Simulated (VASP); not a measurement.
A run of VASP 6.6.1 is set up as follows.

The input INCAR:

```
SYSTEM = B3HN3
PREC = Accurate
ENCUT = 520
EDIFF = 1E-6
ISMEAR = 0
SIGMA = 0.05
LREAL = .FALSE.
LASPH = .TRUE.
NELM = 150
ALGO = Normal
ISIF = 2
LWAVE = .FALSE.
LCHARG = .FALSE.
ISPIN = 2
MAGMOM = 0 0 0 0 0 0 1
LORBIT = 11
LDIPOL = .TRUE.
IDIPOL = 3
DIPOL = 0.5 0.5 0.493
GGA = PE
IVDW = 12
NBANDS = 26
```

KPOINTS

```
Automatic mesh
0
G
  12 12 1
  0 0 0
```

POSCAR

```
B3HN3
1.0
    2.5064381600      0.0000000000      0.0000000000
   -1.2532190800      2.1706391196      0.0000000000
    0.0000000000      0.0000000000     25.6168458209
B N H
3 3 1
Direct
    0.3333333333      0.6666666667      0.3318129039
    0.6666666667      0.3333333333      0.4609631878
    0.3333333333      0.6666666667      0.5901134717
    0.6666666667      0.3333333333      0.3318129039
    0.3333333333      0.6666666667      0.4609631878
    0.6666666667      0.3333333333      0.5901134717
    0.6666666667      1.3333333333      0.6885575345
```

Potentials or basis: VASP PAW PBE potentials, release 64 (B, N, H).

The run is started by

```console
$ cat potpaw_PBE.64/B/POTCAR potpaw_PBE.64/N/POTCAR potpaw_PBE.64/H/POTCAR > POTCAR
$ mpirun -np 1 vasp_std > vasp.out
```

(1) Estimate the largest force.

(2) Estimate the dispersion energy per atom.

(3) What does it give for the net moment?

(4) Predict the site moments.

Answers

(1) 0.151 eV/Å.

(2) -0.113 eV.

(3) 1.00 μB per cell.

(4) B +0.00; N +0.00, +0.03; H +0.39 μB.
